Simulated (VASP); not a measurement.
# AlN (F-43m) in VASP: further runs

The runs below take AlN through single point, relaxation of cell and atoms, with LDA.

Everything below comes from runs of VASP 6.6.1. Logs are shortened: lines on timing, memory, paths and dates and some standing lists are left out, and cuts for length are marked.

## (1) The cell of the first run

It takes space group F-43m (No. 216, cubic). The conventional cell has a = 4.335 Å, b = 4.335 Å, c = 4.335 Å, α = 90.00°, β = 90.00°, γ = 90.00°. Al (site symmetry -43m) has 4 N at 1.88 Å within 2.5 Å. Within 2.5 Å of N (site symmetry -43m) lie 4 Al at 1.88 Å.

## (2) Single point, LDA

INCAR reads:

```
SYSTEM = AlN
ALGO = Normal
EDIFF = 1E-6
ENCUT = 600
GGA = CA
GGA_COMPAT = .FALSE.
ISIF = 2
ISMEAR = -1
LASPH = .TRUE.
LCHARG = .TRUE.
LELF = .TRUE.
LREAL = .FALSE.
LVHAR = .TRUE.
LWAVE = .FALSE.
NBANDS = 11
NELM = 120
PREC = Accurate
SIGMA = 0.05
```

KPOINTS reads:

```
k-points
0
G
  10 10 10
  0 0 0
```

POSCAR reads:

```
AlN
1.0
    0.0000000000      2.1677231963      2.1677231963
    2.1677231963      0.0000000000      2.1677231963
    2.1677231963      2.1677231963      0.0000000000
Al N
1 1
Direct
    0.0000000000      0.0000000000      0.0000000000
    0.7500000000      0.7500000000      0.7500000000
```

Potentials or basis: VASP PAW LDA potentials, release 64 (Al, N).

Started as:

```sh
> cat potpaw_LDA.64/Al/POTCAR potpaw_LDA.64/N/POTCAR > POTCAR
> mpirun -np 1 vasp_std > vasp.out
```

OUTCAR:

```text
SYSTEM = AlN
   EDIFF = 1E-6
   ENCUT = 600
   GGA = CA
   ISIF = 2
   ISMEAR = -1
   LASPH = .TRUE.
   LREAL = .FALSE.
   NELM = 120
   PREC = Accurate

 ion  position               nearest neighbor table
   1  0.000  0.000  0.000-   2 1.88   2 1.88   2 1.88   2 1.88
   2  0.750  0.750  0.750-   1 1.88   1 1.88   1 1.88   1 1.88

  LATTYP: Found a face centered cubic cell.
 ALAT       =     4.3354463926

  Lattice vectors:

 A1 = (   0.0000000000,   2.1677231963,   2.1677231963)
 A2 = (   2.1677231963,   0.0000000000,   2.1677231963)
 A3 = (   2.1677231963,   2.1677231963,   0.0000000000)

Analysis of symmetry for initial positions (statically):
=====================================================================
 Subroutine PRICEL returns:
 Original cell was already a primitive cell.

 Routine SETGRP: Setting up the symmetry group for a
 face centered cubic supercell.

 Subroutine GETGRP returns: Found 24 space group operations
 (whereof 24 operations were pure point group operations)
 out of a pool of 48 trial point group operations.

The static configuration has the point symmetry T_d .

Analysis of symmetry for dynamics (positions and initial velocities):
=====================================================================
 Subroutine PRICEL returns:
 Original cell was already a primitive cell.

 Routine SETGRP: Setting up the symmetry group for a
 face centered cubic supercell.

 Subroutine GETGRP returns: Found 24 space group operations
 (whereof 24 operations were pure point group operations)
 out of a pool of 48 trial point group operations.

The dynamic configuration has the point symmetry T_d .

 Subroutine INISYM returns: Found 24 space group operations
 (whereof 24 operations are pure point group operations),
 and found     1 'primitive' translations

----------------------------------------------------------------------------------------

                                     Primitive cell

  volume of cell :      20.3724

  direct lattice vectors                    reciprocal lattice vectors
     0.000000000  2.167723196  2.167723196    -0.230656756  0.230656756  0.230656756
     2.167723196  0.000000000  2.167723196     0.230656756 -0.230656756  0.230656756
     2.167723196  2.167723196  0.000000000     0.230656756  0.230656756 -0.230656756

  length of vectors
     3.065623544  3.065623544  3.065623544     0.399509220  0.399509220  0.399509220

  position of ions in fractional coordinates (direct lattice)
     0.000000000  0.000000000  0.000000000
     0.750000000  0.750000000  0.750000000

  ion indices of the primitive-cell ions
   primitive index   ion index
                 1           1
                 2           2

----------------------------------------------------------------------------------------

 KPOINTS: k-points

Automatic generation of k-mesh.
 Grid dimensions read from file:
 generate k-points for:   10   10   10

 Generating k-lattice:

  Cartesian coordinates                     Fractional coordinates (reciprocal lattice)
    -0.023065676  0.023065676  0.023065676     0.100000000  0.000000000  0.000000000
     0.023065676 -0.023065676  0.023065676     0.000000000  0.100000000  0.000000000
     0.023065676  0.023065676 -0.023065676     0.000000000  0.000000000  0.100000000

  Length of vectors
     0.039950922  0.039950922  0.039950922

  Shift w.r.t. Gamma in fractional coordinates (k-lattice)
     0.000000000  0.000000000  0.000000000

 Subroutine IBZKPT returns following result:
 ===========================================

 Found     47 irreducible k-points:

 Following reciprocal coordinates:
            Coordinates               Weight
  0.000000  0.000000  0.000000      1.000000
  0.100000  0.000000  0.000000      8.000000
  0.200000  0.000000  0.000000      8.000000
  0.300000  0.000000  0.000000      8.000000
  0.400000  0.000000  0.000000      8.000000
  0.500000  0.000000  0.000000      4.000000
[... 16 lines left out ...]
  0.300000  0.300000  0.000000      6.000000
  0.400000  0.300000  0.000000     24.000000
 [... further k-points ...]
   k-points           NKPTS =     47   k-points in BZ     NKDIM =     47   number of bands    NBANDS=     11
   number of dos      NEDOS =    301   number of ions     NIONS =      2
   total plane-waves  NPLWV =  13824
   dimension x,y,z NGX =    24 NGY =   24 NGZ =   24
   dimension x,y,z NGXF=    48 NGYF=   48 NGZF=   48
   ions per type =               1   1
   NGX,Y,Z   is equivalent  to a cutoff of  13.01, 13.01, 13.01 a.u.
   NGXF,Y,Z  is equivalent  to a cutoff of  26.03, 26.03, 26.03 a.u.
 SYSTEM =  AlN
   PREC   = accura    normal or accurate (medium, high low for compatibility)
   ISTART =      0    job   : 0-new  1-cont  2-samecut
   ICHARG =      2    charge: 1-file 2-atom 10-const
   ISPIN  =      1    spin polarized calculation?
   LNONCOLLINEAR =      F non collinear calculations
   LSORBIT =      F    spin-orbit coupling
   LASPH  =      T    aspherical Exc in radial PAW
   ENCUT  =  600.0 eV  44.10 Ry    6.64 a.u.   6.12  6.12  6.12*2*pi/ulx,y,z
   NELM   =    120;   NELMIN=  2; NELMDL= -5     # of ELM steps
   EDIFF  = 0.1E-05   stopping-criterion for ELM
   LREAL  =      F    real-space projection
   EDIFFG = 0.1E-04   stopping-criterion for IOM
   NSW    =      0    number of steps for IOM
   IBRION =     -1    ionic relax: 0-MD 1-quasi-New 2-CG
   NFREE  =      0    steps in history (QN), initial steepest desc. (CG)
   ISIF   =      2    stress and relaxation
   ISYM   =      2    0-nonsym 1-usesym 2-fastsym
   POTIM  = 0.5000    time-step for ionic-motion
   TEBEG  =    0.0;   TEEND  =   0.0 temperature during run
   PSTRESS=    0.0 pullay stress
   NELECT =       8.0000    total number of electrons
   NUPDOWN=      -1.0000    fix difference up-down
   EMIN   =  10.00;   EMAX   =-10.00  energy-range for DOS
   EFERMI =   0.00;   METHOD = LEGACY
   ISMEAR =    -1;   SIGMA  =   0.05  broadening in eV -4-tet -1-fermi 0-gaus
   EFERMI_NEDOS =   21; number of points for ismear=-14 and -15
   IALGO  =     38    algorithm
   IMIX   =      4    mixing-type and parameters
     AMIX     =   0.40;   BMIX     =  1.00
     AMIX_MAG =   1.60;   BMIX_MAG =  1.00
  volume/ion in A,a.u.               =      10.19        68.74
  Fermi-wavevector in a.u.,A,eV,Ry     =   1.198830  2.265461 19.554209  1.437194
  Thomas-Fermi vector in A             =   2.334709
   LORBIT       =      0    0 simple, 1 ext, 2 COOP (PROOUT), +10 PAW based schemes
   GGA     = CA    functional components
   LHFCALC =     F    Hartree Fock is set to
   AEXX    =    0.0000 exact exchange contribution
   IVDW    =     0    specifies the selected vdW correction
   LEPSILON=     F    determine dielectric tensor
   LRPA    =     F    only Hartree local field effects (RPA)
 non-spin polarized calculation
  energy-cutoff  :      600.00
  volume of cell :       20.37
 maximum number of plane-waves:       700
   NGX = 13   NGY = 13   NGZ = 13

 number of electron       8.0000000 magnetization

 Free energy of the ion-electron system (eV)
  ---------------------------------------------------
  ext. energy  EPLUGINS =         0.00000000
  ---------------------------------------------------
  free energy    TOTEN  =       -16.37528835 eV

  energy without entropy =      -16.37528835  energy(sigma->0) =      -16.37528835

 E-fermi :   7.0158     XC(G=0): -11.3643

 val. band max:        5.9222496749   @ k =   0.0000   0.0000   0.0000
 cond. band min:       9.1548685060   @ k =   0.5000   0.5000   0.0000
 fundamental gap:      3.2326188311
 Fermi energy:         7.0157993109

 k-point     1 :       0.0000    0.0000    0.0000
  band No.  band energies     occupation
      1      -9.0334      2.00000
      2       5.9222      2.00000
      3       5.9222      2.00000
      4       5.9222      2.00000
      5      10.3583      0.00000
      6      18.4771      0.00000
      7      18.4771      0.00000
      8      18.4771      0.00000
      9      23.6239      0.00000
     10      23.6239      0.00000
     11      25.0523      0.00000

 k-point     2 :       0.1000    0.0000    0.0000
  band No.  band energies     occupation
      1      -8.8800      2.00000
      2       5.1158      2.00000
      3       5.8696      2.00000
      4       5.8696      2.00000
      5      10.9956      0.00000
      6      18.0949      0.00000
      7      18.6126      0.00000
      8      18.6126      0.00000
      9      22.3537      0.00000
     10      22.3537      0.00000
     11      24.2493      0.00000

 k-point     3 :       0.2000    0.0000    0.0000
  band No.  band energies     occupation
      1      -8.4416      2.00000
      2       3.4902      2.00000
      3       5.7387      2.00000
      4       5.7387      2.00000
      5      12.0857      0.00000
      6      17.3096      0.00000
      7      18.5353      0.00000
      8      18.5353      0.00000
      9      21.8200      0.00000
     10      21.8200      0.00000
     11      23.3888      0.00000

 k-point     4 :       0.3000    0.0000    0.0000
  band No.  band energies     occupation
      1      -7.7993      2.00000
      2       1.7977      2.00000
      3       5.5888      2.00000
      4       5.5888      2.00000
      5      12.8879      0.00000
      6      16.5692      0.00000
      7      17.8564      0.00000
      8      17.8564      0.00000
      9      22.8954      0.00000
     10      22.8954      0.00000
     11      23.2154      0.00000
[... 239 lines left out ...]
 k-point    22 :      -0.2000    0.2000    0.0000
  band No.  band energies     occupation
      1      -7.5883      2.00000
      2       2.1177      2.00000
      3       4.1829      2.00000
      4       5.6658      2.00000
      5      13.5992      0.00000
      6      15.8945      0.00000
      7      17.3458      0.00000
      8      18.3972      0.00000
      9      20.8928      0.00000
     10      24.3738      0.00000
     11      27.3615      0.00000

 k-point    23 :       0.3000    0.3000    0.0000
  band No.  band energies     occupation
      1      -7.4012      2.00000
      2       2.3769      2.00000
      3       4.6511      2.00000
      4       4.6511      2.00000
      5      11.2396      0.00000
      6      15.5731      0.00000
      7      17.9087      0.00000
      8      20.4505      0.00000
      9      20.4505      0.00000
     10      26.3443      0.00000
     11      29.9274      0.00000

 k-point    24 :       0.4000    0.3000    0.0000
  band No.  band energies     occupation
      1      -6.9027      2.00000
      2       1.7096      2.00000
      3       4.1748      2.00000
      4       4.4842      2.00000
      5      10.7946      0.00000
      6      15.4059      0.00000
      7      18.2892      0.00000
      8      20.5335      0.00000
      9      21.0531      0.00000
     10      27.2688      0.00000
     11      29.7068      0.00000

 [... further k-points ...]
[... 5 lines left out ...]
  --------------------------------------------------------------------------------------
  -------------------------------------------------------------------------------------
  Total        0.1987566      0.1987566      0.1987566      0.0000000      0.0000000      0.0000000
  in kB       15.6311401     15.6311401     15.6311401      0.0000000      0.0000000      0.0000000
  external PRESSURE =      15.6311401 kB  Pullay stress =       0.0000000 kB

 VOLUME and BASIS-vectors are now :
 -----------------------------------------------------------------------------
  energy-cutoff  :      600.00
  volume of cell :       20.37
      direct lattice vectors                 reciprocal lattice vectors
     0.000000000  2.167723196  2.167723196    -0.230656756  0.230656756  0.230656756
     2.167723196  0.000000000  2.167723196     0.230656756 -0.230656756  0.230656756
     2.167723196  2.167723196  0.000000000     0.230656756  0.230656756 -0.230656756

 POSITION                                       TOTAL-FORCE (eV/Angst)
 -----------------------------------------------------------------------------------
      0.00000      0.00000      0.00000        -0.000000     -0.000000     -0.000000
      3.25158      3.25158      3.25158         0.000000      0.000000      0.000000
 -----------------------------------------------------------------------------------
    total drift:                                0.000000      0.000000      0.000000

  FREE ENERGIE OF THE ION-ELECTRON SYSTEM (eV)
  ---------------------------------------------------
  free  energy   TOTEN  =       -16.3752883451 eV

  energy  without entropy=      -16.3752883451  energy(sigma->0) =      -16.37528835
```

Wall time 9 s (1 thread of AMD EPYC 9R45 (Zen 5), shared host); peak memory 0.1 GiB.

What came out:

```yaml
Free_energy: -16.3753 eV
Pressure: 1.6 GPa
Band_gap_on_the_k_mesh: 3.23 eV, indirect (least direct gap 4.44 eV)
```

Levels at points of the mesh, in eV from the valence-band top:
```csv
k point,band 2,band 3,band 4,band 5,band 6,band 7
"(0.00, 0.00, 0.00)",0.00,0.00,0.00,4.44,12.55,12.55
"(0.50, 0.00, 0.00)",-6.01,-0.49,-0.49,7.47,9.92,11.10
"(0.50, 0.50, 0.00)",-5.02,-1.82,-1.82,3.23,8.54,14.06
```

## (3) Relaxation of cell and atoms, LDA, target pressure 1 GPa, at which the enthalpy is minimised

This run uses another cell than the first one, of 10.23 Å³/atom, 1.005 times its volume.

INCAR reads:

```
PREC = Accurate
ENCUT = 600
EDIFF = 1E-7
ISMEAR = 0
SIGMA = 0.01
LREAL = False
LASPH = True
NELM = 120
ALGO = Normal
ISIF = 3
LWAVE = False
LCHARG = False
GGA = CA
IBRION = 2
NSW = 80
EDIFFG = -0.001
PSTRESS = 10.0
GGA_COMPAT = False
NELMIN = 4
```

KPOINTS reads:

```
Automatic mesh
0
Gamma
  10 10 10
```

POSCAR reads:

```
AlN
1.0
    0.0000000000      2.1711406870      2.1711406870
    2.1711406870      0.0000000000      2.1711406870
    2.1711406870      2.1711406870      0.0000000000
Al N
1 1
Direct
    0.0000000000      0.0000000000      0.0000000000
    0.7500000000      0.7500000000      0.7500000000
```

Potentials or basis: VASP PAW LDA potentials, release 64 (Al, N).

Started as:

```sh
> cat potpaw_LDA.64/Al/POTCAR potpaw_LDA.64/N/POTCAR > POTCAR
> mpirun -np 1 vasp_std > vasp.out
```

Wall time 17 s (1 thread of AMD EPYC 9R45 (Zen 5), shared host); peak memory 0.11 GiB.

The run converged. Its results:

* Free energy: -16.3758 eV
* Relaxed volume: 10.21 Å³/atom
* Relaxed cell: a = 3.068 Å, b = 3.068 Å, c = 3.068 Å, α = 60.00°, β = 60.00°, γ = 60.00°
* Space group after relaxing (to 0.05 Å): F-43m (No. 216)
* Energy change on relaxing (the enthalpy is what falls): +0.1 meV/atom
* Ionic steps: 3
* Pressure after relaxing: 1.0 GPa
* Band gap on the k mesh: 3.23 eV, indirect (least direct gap 4.41 eV)

Step by step:
```tsv
step	energy change (eV)	largest force (eV/Å)	pressure (GPa)	volume (Å³)
1	0.0000	0.0000	0.55	20.47
2	0.0005	0.0000	1.46	20.38
3	0.0002	0.0000	1.00	20.43
```

Final structure:
```yaml
crystal:
  lattice:
    - [0.00000, 2.16963, 2.16963]
    - [2.16963, 0.00000, 2.16963]
    - [2.16963, 2.16963, 0.00000]
  atoms:
    - { symbol: Al, position: [0.00000, 0.00000, 0.00000] }
    - { symbol: N, position: [0.75000, 0.75000, 0.75000] }
```

Levels at points of the mesh, in eV from the valence-band top:
```csv
k point,band 1,band 2,band 3,band 4,band 5,band 6,band 7,band 8
"(0.00, 0.00, 0.00)",-14.94,0.00,0.00,0.00,4.41,12.53,12.53,12.53
"(0.50, 0.00, 0.00)",-12.76,-5.99,-0.49,-0.49,7.45,9.90,11.09,11.09
"(0.50, 0.50, 0.00)",-12.08,-5.02,-1.81,-1.81,3.23,8.53,14.02,15.73
```

Caveat: the cell is relaxed towards a set pressure, so the enthalpy falls and the energy may rise.
